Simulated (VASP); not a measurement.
# C in VASP: single point with PBE+D3(BJ)

Aim: the single point of C with PBE+D3(BJ).

Program: VASP 6.6.1. These are calculated values, not measurements. Logs are shortened: lines on timing, memory, paths and dates and some standing lists are left out, and cuts for length are marked.

## (1) The cell of the first run

The cell holds a slab with vacuum, 4 atoms: a = 2.466 Å, b = 2.466 Å, c = 17.500 Å, α = 90.00°, β = 90.00°, γ = 120.00°.

## (2) Single point, PBE+D3(BJ)

The input, INCAR:

```
SYSTEM = C
  ALGO = Normal
  DIPOL = 0.5 0.5 0.352
  EDIFF = 1E-6
  ENCUT = 520
  GGA = PE
  IDIPOL = 3
  ISIF = 2
  ISMEAR = 0
  IVDW = 12
  LASPH = .True.
  LCHARG = .False.
  LDIPOL = .True.
  LREAL = .False.
  LWAVE = .False.
  NBANDS = 16
  NELM = 100
  PREC = Accurate
  SIGMA = 0.1
```

The input, KPOINTS:

```
k-points
0
Gamma
  15 15 1
  0 0 0
```

The input, POSCAR:

```
C
1.0
    2.4657189577      0.0000000000      0.0000000000
   -1.2328594788      2.1353752560      0.0000000000
    0.0000000000      0.0000000000     17.5000000000
C
4
Direct
    0.3333333333      0.6666666667      0.2571428571
    0.6666666667      0.3333333333      0.2571428571
    0.6666666667      0.8333333333      0.4462857143
    0.3333333333      1.1666666667      0.4462857143
```

Potentials or basis: VASP PAW PBE potentials, release 64 (C).

Command:

```console
> cat potpaw_PBE.64/C/POTCAR > POTCAR
> mpirun -np 1 vasp_std > vasp.out
```

OUTCAR:

```text
SYSTEM = C
   EDIFF = 1E-6
   ENCUT = 520
   GGA = PE
   ISIF = 2
   ISMEAR = 0
   IVDW = 12
   LASPH = .True.
   LREAL = .False.
   NELM = 100
   PREC = Accurate
 IVDW          = 12

 ion  position               nearest neighbor table
   1  0.333  0.667  0.257-   2 1.42   2 1.42   2 1.42
   2  0.667  0.333  0.257-   1 1.42   1 1.42   1 1.42
   3  0.667  0.833  0.446-   4 1.42   4 1.42   4 1.42
   4  0.333  0.167  0.446-   3 1.42   3 1.42   3 1.42

  LATTYP: Found a hexagonal cell.
 ALAT       =     2.4657189577
 C/A-ratio  =     7.0973214305

  Lattice vectors:

 A1 = (   2.4657189577,   0.0000000000,   0.0000000000)
 A2 = (  -1.2328594788,   2.1353752560,   0.0000000000)
 A3 = (   0.0000000000,   0.0000000000,  17.5000000000)

Analysis of symmetry for initial positions (statically):
=====================================================================
 Subroutine PRICEL returns:
 Original cell was already a primitive cell.

 Routine SETGRP: Setting up the symmetry group for a
 hexagonal supercell.

 Subroutine GETGRP returns: Found  8 space group operations
 (whereof  4 operations were pure point group operations)
 out of a pool of 24 trial point group operations.

The static configuration has the point symmetry C_2v.
 The point group associated with its full space group is D_2h.

Analysis of symmetry for dynamics (positions and initial velocities):
=====================================================================
 Subroutine PRICEL returns:
 Original cell was already a primitive cell.

 Routine SETGRP: Setting up the symmetry group for a
 hexagonal supercell.

 Subroutine GETGRP returns: Found  8 space group operations
 (whereof  4 operations were pure point group operations)
 out of a pool of 24 trial point group operations.

The dynamic configuration has the point symmetry C_2v.
 The point group associated with its full space group is D_2h.

 Subroutine INISYM returns: Found  8 space group operations
 (whereof  4 operations are pure point group operations),
 and found     1 'primitive' translations

----------------------------------------------------------------------------------------

                                     Primitive cell

  volume of cell :      92.1416

  direct lattice vectors                    reciprocal lattice vectors
     2.465718958  0.000000000  0.000000000     0.405561225  0.234150882  0.000000000
    -1.232859479  2.135375256  0.000000000     0.000000000  0.468301764  0.000000000
     0.000000000  0.000000000 17.500000000     0.000000000  0.000000000  0.057142857

  length of vectors
     2.465718958  2.465718958 17.500000000     0.468301764  0.468301764  0.057142857

  position of ions in fractional coordinates (direct lattice)
     0.333333333  0.666666667  0.257142857
     0.666666667  0.333333333  0.257142857
     0.666666667  0.833333333  0.446285714
     0.333333333  0.166666667  0.446285714

  ion indices of the primitive-cell ions
   primitive index   ion index
                 1           1
                 2           2
                 3           3
                 4           4

----------------------------------------------------------------------------------------

 KPOINTS: k-points

Automatic generation of k-mesh.
 Grid dimensions read from file:
 generate k-points for:   15   15    1

 Generating k-lattice:

  Cartesian coordinates                     Fractional coordinates (reciprocal lattice)
     0.027037415  0.015610059  0.000000000     0.066666667  0.000000000  0.000000000
     0.000000000  0.031220118  0.000000000     0.000000000  0.066666667  0.000000000
     0.000000000  0.000000000  0.057142857     0.000000000  0.000000000  1.000000000

  Length of vectors
     0.031220118  0.031220118  0.057142857

  Shift w.r.t. Gamma in fractional coordinates (k-lattice)
     0.000000000  0.000000000  0.000000000

 Subroutine IBZKPT returns following result:
 ===========================================

 Found     64 irreducible k-points:

 Following reciprocal coordinates:
            Coordinates               Weight
  0.000000  0.000000  0.000000      1.000000
  0.066667  0.000000  0.000000      2.000000
  0.000000  0.066667  0.000000      4.000000
  0.133333  0.000000  0.000000      2.000000
  0.000000  0.133333  0.000000      4.000000
  0.200000  0.000000  0.000000      2.000000
[... 16 lines left out ...]
 -0.266667  0.200000  0.000000      4.000000
  0.266667  0.066667  0.000000      4.000000
 [... further k-points ...]
   k-points           NKPTS =     64   k-points in BZ     NKDIM =     64   number of bands    NBANDS=     16
   number of dos      NEDOS =    301   number of ions     NIONS =      4
   total plane-waves  NPLWV =  45360
   dimension x,y,z NGX =    18 NGY =   18 NGZ =  140
   dimension x,y,z NGXF=    36 NGYF=   36 NGZF=  280
   ions per type =               4
   NGX,Y,Z   is equivalent  to a cutoff of  12.14, 12.14, 13.30 a.u.
   NGXF,Y,Z  is equivalent  to a cutoff of  24.27, 24.27, 26.60 a.u.
 SYSTEM =  C
   PREC   = accura    normal or accurate (medium, high low for compatibility)
   ISTART =      0    job   : 0-new  1-cont  2-samecut
   ICHARG =      2    charge: 1-file 2-atom 10-const
   ISPIN  =      1    spin polarized calculation?
   LNONCOLLINEAR =      F non collinear calculations
   LSORBIT =      F    spin-orbit coupling
   LASPH  =      T    aspherical Exc in radial PAW
   ENCUT  =  520.0 eV  38.22 Ry    6.18 a.u.   4.58  4.58 32.54*2*pi/ulx,y,z
   NELM   =    100;   NELMIN=  2; NELMDL= -5     # of ELM steps
   EDIFF  = 0.1E-05   stopping-criterion for ELM
   LREAL  =      F    real-space projection
   EDIFFG = 0.1E-04   stopping-criterion for IOM
   NSW    =      0    number of steps for IOM
   IBRION =     -1    ionic relax: 0-MD 1-quasi-New 2-CG
   NFREE  =      0    steps in history (QN), initial steepest desc. (CG)
   ISIF   =      2    stress and relaxation
   ISYM   =      2    0-nonsym 1-usesym 2-fastsym
   POTIM  = 0.5000    time-step for ionic-motion
   TEBEG  =    0.0;   TEEND  =   0.0 temperature during run
   PSTRESS=    0.0 pullay stress
   NELECT =      16.0000    total number of electrons
   NUPDOWN=      -1.0000    fix difference up-down
   EMIN   =  10.00;   EMAX   =-10.00  energy-range for DOS
   EFERMI =   0.00;   METHOD = LEGACY
   ISMEAR =     0;   SIGMA  =   0.10  broadening in eV -4-tet -1-fermi 0-gaus
   EFERMI_NEDOS =   21; number of points for ismear=-14 and -15
   IALGO  =     38    algorithm
   IMIX   =      4    mixing-type and parameters
     AMIX     =   0.40;   BMIX     =  1.00
     AMIX_MAG =   1.60;   BMIX_MAG =  1.00
  volume/ion in A,a.u.               =      23.04       155.45
  Fermi-wavevector in a.u.,A,eV,Ry     =   0.913334  1.725951 11.349690  0.834179
  Thomas-Fermi vector in A             =   2.037833
   LORBIT       =      0    0 simple, 1 ext, 2 COOP (PROOUT), +10 PAW based schemes
   GGA     = PE    functional components
   LHFCALC =     F    Hartree Fock is set to
   AEXX    =    0.0000 exact exchange contribution
   IVDW    =    12    specifies the selected vdW correction
   LEPSILON=     F    determine dielectric tensor
   LRPA    =     F    only Hartree local field effects (RPA)
 non-spin polarized calculation
 Gauss-broadening in eV      SIGMA  =   0.10
  energy-cutoff  :      520.00
  volume of cell :       92.14
 maximum number of plane-waves:      2521
   NGX =  9   NGY =  9   NGZ = 65

 dipolmoment           0.000000      0.000000      0.000223 electrons x Angstroem

 number of electron      15.9999998 magnetization

 dipolmoment           0.000000      0.000000     -0.000000 electrons x Angstroem

 Free energy of the ion-electron system (eV)
  ---------------------------------------------------
  ext. energy  EPLUGINS =         0.00000000
  ---------------------------------------------------
  free energy    TOTEN  =       -36.86477452 eV

  energy without entropy =      -36.86454694  energy(sigma->0) =      -36.86466073

 E-fermi :  -0.8485     XC(G=0):  -4.4231

 val. band max:       -0.9703054703   @ k =   0.3333   0.3333   0.0000
 cond. band min:      -0.7267288451   @ k =   0.3333   0.3333   0.0000
 fundamental gap:      0.2435766252
 Fermi energy:        -0.8485169630

 k-point     1 :       0.0000    0.0000    0.0000
  band No.  band energies     occupation
      1     -20.4371      2.00000
      2     -20.2698      2.00000
      3      -8.9573      2.00000
      4      -7.9152      2.00000
      5      -3.8789      2.00000
      6      -3.8725      2.00000
[... 8 lines left out ...]
     15       7.4725      0.00000
     16       7.4917      0.00000

 k-point     2 :       0.0667    0.0000    0.0000
  band No.  band energies     occupation
      1     -20.3316      2.00000
      2     -20.1652      2.00000
      3      -8.8302      2.00000
      4      -7.7920      2.00000
      5      -4.2997      2.00000
      6      -4.2873      2.00000
[... 8 lines left out ...]
     15       7.5394      0.00000
     16       7.9051      0.00000

 k-point     3 :       0.0000    0.0667    0.0000
  band No.  band energies     occupation
      1     -20.3315      2.00000
      2     -20.1652      2.00000
      3      -8.8300      2.00000
      4      -7.7922      2.00000
      5      -4.3026      2.00000
      6      -4.2837      2.00000
[... 8 lines left out ...]
     15       7.5570      0.00000
     16       7.9339      0.00000
[... 362 lines left out ...]
 k-point    23 :      -0.2667    0.2000    0.0000
  band No.  band energies     occupation
      1     -19.0742      2.00000
      2     -18.9204      2.00000
      3      -7.8695      2.00000
      4      -7.8231      2.00000
      5      -7.3293      2.00000
      6      -6.3487      2.00000
[... 8 lines left out ...]
     15       7.5300      0.00000
     16       7.7565      0.00000

 k-point    24 :       0.2667    0.0667    0.0000
  band No.  band energies     occupation
      1     -18.2481      2.00000
      2     -18.1017      2.00000
      3      -9.5948      2.00000
      4      -9.5314      2.00000
      5      -6.6899      2.00000
      6      -6.6567      2.00000
[... 8 lines left out ...]
     15       7.5569      0.00000
     16       8.6863      0.00000

 [... further k-points ...]

------------------------ aborting loop because EDIFF is reached ----------------------------------------

 vacuum level on the upper side and lower side of the slab       (xc-potential included)        -0.109        -0.110

 Edisp (eV)   -0.48400

 E8    (eV) :    -0.1449

  FORCE on cell =-STRESS in cart. coord.  units (eV):
  Direction    XX          YY          ZZ          XY          YZ          ZX
  --------------------------------------------------------------------------------------
  -------------------------------------------------------------------------------------
  Total       0.07942     0.11647     0.10839    -0.03209     0.00000     0.00000
  in kB       1.38091     2.02516     1.88464    -0.55794     0.00000     0.00000
  external pressure =        1.76 kB  Pullay stress =        0.00 kB

 VOLUME and BASIS-vectors are now :
 -----------------------------------------------------------------------------
  energy-cutoff  :      520.00
  volume of cell :       92.14
      direct lattice vectors                 reciprocal lattice vectors
     2.465718958  0.000000000  0.000000000     0.405561225  0.234150882  0.000000000
    -1.232859479  2.135375256  0.000000000     0.000000000  0.468301764  0.000000000
     0.000000000  0.000000000 17.500000000     0.000000000  0.000000000  0.057142857

 POSITION                                       TOTAL-FORCE (eV/Angst)
 -----------------------------------------------------------------------------------
     -0.00000      1.42358      4.50000         0.002283      0.001318     -0.020197
      1.23286      0.71179      4.50000        -0.002283     -0.001318     -0.020197
      0.61643      1.77948      7.81000        -0.002283     -0.001318      0.020197
      0.61643      0.35590      7.81000         0.002283      0.001318      0.020197
 -----------------------------------------------------------------------------------
    total drift:                               -0.000000     -0.000000     -0.000013

  FREE ENERGIE OF THE ION-ELECTRON SYSTEM (eV)
  ---------------------------------------------------
  free  energy   TOTEN  =       -37.3487715242 eV

  energy  without entropy=      -37.3485439375  energy(sigma->0) =      -37.34865773

 vacuum level on the upper side and lower side of the slab         3.391         3.390
```

Run time: 88 s. Hardware: 1 thread of Intel Xeon Platinum 8375C at 2.90GHz (Ice Lake), shared host; peak memory 0.23 GiB.

Results:

```yaml
Free_energy: -37.3488 eV
Largest_force: 0.020 eV/Å
Band_gap_on_the_k_mesh: 0.24 eV, direct
Dispersion_energy_per_atom: -0.121 eV
```

Forces on the atoms (eV/Å):
```
C    0.002  0.001 -0.020
C   -0.002 -0.001 -0.020
C   -0.002 -0.001  0.020
C    0.002  0.001  0.020
```

Levels at points of the mesh, in eV from the valence-band top:
```tsv
k point	band 5	band 6	band 7	band 8	band 9	band 10	band 11	band 12
(0.00, 0.00, 0.00)	-2.91	-2.90	-2.90	-2.89	3.56	4.00	4.93	6.66
```
